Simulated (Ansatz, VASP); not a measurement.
**Ir in VASP and in Ansatz**

```
Ir
1.0
     0.00000    2.26244    1.42353
     2.26244    0.00000    1.42353
     2.26244    2.26244    0.00000
Ir
1
Direct
  0.00000 0.00000 0.00000
```

Alike in both runs: task single point; functional LDA; k mesh 22 × 22 × 22; occupations gaussian, width 0.15 eV; no spin polarisation.

|  | VASP | Ansatz |
| --- | --- | --- |
| version | VASP 6.6.1 | Ansatz 0.2.0 |
| potentials or method | VASP PAW LDA potentials, release 64 (Ir), cutoff 520 eV | scalar-relativistic, plane waves, PAW |
| valence electrons in the cell | 9 | 17 |

Ansatz gave:

```
gap on the k mesh at the Fermi level (eV)                     : none
pressure (GPa)                                                : -8.5
traceless stress, the component that is largest in VASP (GPa) : -23.09
```

**Question.** What did VASP give for the same quantities?

**Answer.** gap on the k mesh at the Fermi level (eV): none; pressure (GPa): -7.0; traceless stress, the component that is largest in VASP (GPa): -22.60.

LDA's correlation is that of Perdew and Zunger in VASP and of Perdew and Wang (1992) in Ansatz. A gap of «none» marks a metal or a gap that the smearing closes. VASP's potentials hold 9 valence electrons a cell and Ansatz's 17, so a difference there can come from the potentials and not from the codes.

Neither program's run includes spin-orbit coupling.
